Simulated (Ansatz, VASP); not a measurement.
## One calculation of ScAl3As4, two programs

```xyz
8
Lattice="5.8297 0.0000 0.0000 0.0000 5.8297 0.0000 0.0000 0.0000 5.8297" Properties=species:S:1:pos:R:3 pbc="T T T"
Sc    0.0000    0.0000    0.0000
Al    2.9148    2.9148    0.0000
Al    2.9148    0.0000    2.9148
Al    0.0000    2.9148    2.9148
As    4.3211    4.3211    1.5086
As    4.3211    1.5086    4.3211
As    1.5086    4.3211    4.3211
As    1.5086    1.5086    1.5086
```

Change from the starting cell: species swapped into the AlGa3N4 type (P-43m, No. 215).

Alike in both runs: functional PBE; k mesh 3 × 3 × 3; occupations gaussian, width 0.2 eV; no spin polarisation.

Ansatz relaxed the structure, and its values are those at the end. VASP's run is a single point on that final structure, the one shown.

```csv
,VASP,Ansatz
version,VASP 6.6.1,Ansatz 0.2.0
potentials or method,"VASP PAW PBE potentials, release 64 (Sc_sv, Al, As), cutoff 520 eV","scalar-relativistic, plane waves, PAW"
valence electrons in the cell,40,80
```

```tsv
	VASP	Ansatz	Ansatz less VASP
gap on the k mesh at the Fermi level (eV)	1.66	1.67	+0.009
least direct gap on the mesh (eV)	1.68	1.69	+0.008
pressure (GPa)	0.4	0.2	-0.17
rms of the force components (eV/Å)	0.001	0.004	+0.0030
```

VASP's potentials hold 40 valence electrons a cell and Ansatz's 80, so a difference there can come from the potentials and not from the codes.
